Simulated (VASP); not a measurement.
A run of VASP 6.6.1:

Contents of INCAR:

```
SYSTEM = Ga
  ALGO = Normal
  EDIFF = 1E-6
  ENCUT = 520
  GGA = PS
  ISIF = 2
  ISMEAR = -1
  LASPH = .TRUE.
  LCHARG = .FALSE.
  LREAL = .FALSE.
  LWAVE = .FALSE.
  NBANDS = 20
  NELM = 60
  PREC = Accurate
  SIGMA = 0.05
```

KPOINTS

```
k-points
0
G
  18 18 10
  0 0 0
```

File POSCAR:

```
Ga
1.0
    2.2960871878      0.0000000000      0.0000000000
   -1.1480435939      1.9884698339      0.0000000000
    0.0000000000      0.0000000000      3.8389250248
Ga
2
Direct
    0.3333333333      0.6666666667      0.2500000000
    0.6666666667      0.3333333333      0.7500000000
```

Potentials or basis: VASP PAW PBE potentials, release 64 (Ga_d).

The run is started by

```console
$ cat potpaw_PBE.64/Ga_d/POTCAR > POTCAR
$ mpirun -np 1 vasp_std > vasp.out
```

Hardware: 1 thread of Intel Xeon 8259CL, with other jobs on the host.

Question: Estimate the wall time of this run.

Answer: Wall time 2.1 min on 1 thread of Intel Xeon 8259CL (shared host), peak memory 0.18 GiB. Counts: scf iterations 12, k points 222.
